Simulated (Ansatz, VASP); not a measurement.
Two plane-wave programs on NaF

The input INCAR:

```
PREC = Accurate
ENCUT = 520
EDIFF = 1E-7
ISMEAR = 0
SIGMA = 0.05
LREAL = F
LASPH = T
NELM = 60
ALGO = Normal
ISIF = 2
LWAVE = F
LCHARG = F
GGA = PS
NBANDS = 14
```

Contents of KPOINTS:

```
regular mesh
0
Gamma
  10 10 10
```

POSCAR

```
NaF
1.0
    0.0000000000      2.2858208655      2.4001119087
    2.2858208655      0.0000000000      2.4001119087
    2.2858208655      2.2858208655      0.0000000000
Na F
1 1
Direct
    0.0000000000      0.0000000000      0.0000000000
    0.5000000000      0.5000000000      0.5000000000
```

Input for Ansatz:

```yaml
crystal:
  lattice:
    - [0.0, 2.2858208655, 2.4001119087]
    - [2.2858208655, 0.0, 2.4001119087]
    - [2.2858208655, 2.2858208655, 0.0]
  atoms:
    - { symbol: Na, position: [0.0, 0.0, 0.0] }
    - { symbol: F, position: [0.5, 0.5, 0.5] }
basis:
  ecutwfc: 420
kpoints:
  mp_grid: { grid: [10, 10, 10] }
hamiltonian:
  xc: pbesol
scf:
  occupations: { method: gaussian, width: 0.05 }
output:
  forces: true
  stress: true
  eigenvalues: true
  write_density: true
  write_potential: true
  elf: true
  volumetric_format: npy
```

Alike in both runs: task single point; functional PBEsol; k mesh 10 × 10 × 10; occupations gaussian, width 0.05 eV; no spin polarisation.

```csv
,VASP,Ansatz
version,VASP 6.6.1,Ansatz 0.2.0
potentials or method,"VASP PAW PBE potentials, release 64 (Na_pv, F), cutoff 520 eV","scalar-relativistic, plane waves, PAW"
valence electrons in the cell,14,16
```

|  | VASP | Ansatz | Ansatz less VASP |
| --- | --- | --- | --- |
| gap on the k mesh at the Fermi level (eV) | 6.12 | 6.14 | +0.020 |
| least direct gap on the mesh (eV) | 6.12 | 6.14 | +0.020 |
| pressure (GPa) | -0.3 | -0.3 | 0.00 |
| traceless stress, the component that is largest in VASP (GPa) | -2.31 | -2.21 | +0.099 |

VASP's potentials were made for PBE, not for PBEsol. VASP's potentials hold 14 valence electrons a cell and Ansatz's 16, so a difference there can come from the potentials and not from the codes.
